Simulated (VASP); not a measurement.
Here is a VASP 6.6.1 calculation.

INCAR

```
SYSTEM = WC
PREC     = Accurate       ! precision mode
ENCUT    = 1300           ! plane-wave cutoff, eV
EDIFF    = 1E-6           ! SCF threshold, eV
ISMEAR   = 0              ! smearing method
SIGMA    = 0.024          ! smearing width, eV
LREAL    = .False.        ! projectors in reciprocal space
LASPH    = .True.         ! aspherical terms in the spheres
NELM     = 120            ! most SCF steps
ALGO     = Normal         ! electronic algorithm
ISIF     = 2              ! what is computed and relaxed
LWAVE    = .False.        ! write WAVECAR
LCHARG   = .False.        ! write CHGCAR
GGA      = PE             ! functional
NBANDS   = 16             ! bands
GGA_COMPAT= .False.
```

Contents of KPOINTS:

```
Automatic mesh
0
Gamma
  10 10 9
  0 0 0
```

The input POSCAR:

```
WC
1.0
    2.9065000000      0.0000000000      0.0000000000
   -1.4532500000      2.5171028361      0.0000000000
    0.0000000000      0.0000000000      2.8366000000
W C
1 1
Direct
    0.0000000000      0.0000000000      0.0000000000
    0.6666666667      0.3333333333      0.5000000000
```

Potentials or basis: VASP PAW PBE potentials, release 64 (W_sv, C_h).

The run is started by

```bash
$ cat potpaw_PBE.64/W_sv/POTCAR potpaw_PBE.64/C_h/POTCAR > POTCAR
$ mpirun -np 1 vasp_std > vasp.out
```

Q: Estimate the pressure.

A: 6.7 GPa.

Q: Predict the band gap on the k mesh.

A: Zero (bands 9 and 10 overlap by 1.19 eV).

Stress tensor (GPa, compression positive):
```
6.94 0.00 0.00
0.00 6.94 0.00
0.00 0.00 6.30
```

Caveat: the cell stands under pressure; spin-orbit coupling is left out, which moves the levels of the heavy elements.
